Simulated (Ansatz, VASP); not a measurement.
# MgO in VASP and in Ansatz

```
CELL_PARAMETERS angstrom
0.52045 2.42455 2.42455
2.42455 0.52045 2.42455
2.42455 2.42455 0.52045
ATOMIC_POSITIONS crystal
Mg 0.00000 0.00000 0.00000
O 0.50000 0.50000 0.50000
```

Alike in both runs: task single point; functional r2SCAN; k mesh 10 × 10 × 10; occupations gaussian, width 0.05 eV; no spin polarisation.

```csv
,VASP,Ansatz
version,VASP 6.6.1,Ansatz 0.2.0
potentials or method,"VASP PAW PBE potentials, release 64 (Mg, O), cutoff 520 eV","scalar-relativistic, plane waves, PAW"
valence electrons in the cell,8,16
```

|  | VASP | Ansatz | Ansatz less VASP |
| --- | --- | --- | --- |
| gap on the k mesh at the Fermi level (eV) | 0.93 | 0.97 | +0.039 |
| least direct gap on the mesh (eV) | 0.93 | 0.97 | +0.039 |
| pressure (GPa) | -3.5 | -2.5 | +1.03 |
| traceless stress, the component that is largest in VASP (GPa) | -48.14 | -47.91 | +0.232 |

VASP's potentials were made for PBE, not for r2SCAN. With one functional, cell and mesh, what is left measures potentials, basis and numerics. VASP's potentials hold 8 valence electrons a cell and Ansatz's 16, so a difference there can come from the potentials and not from the codes.
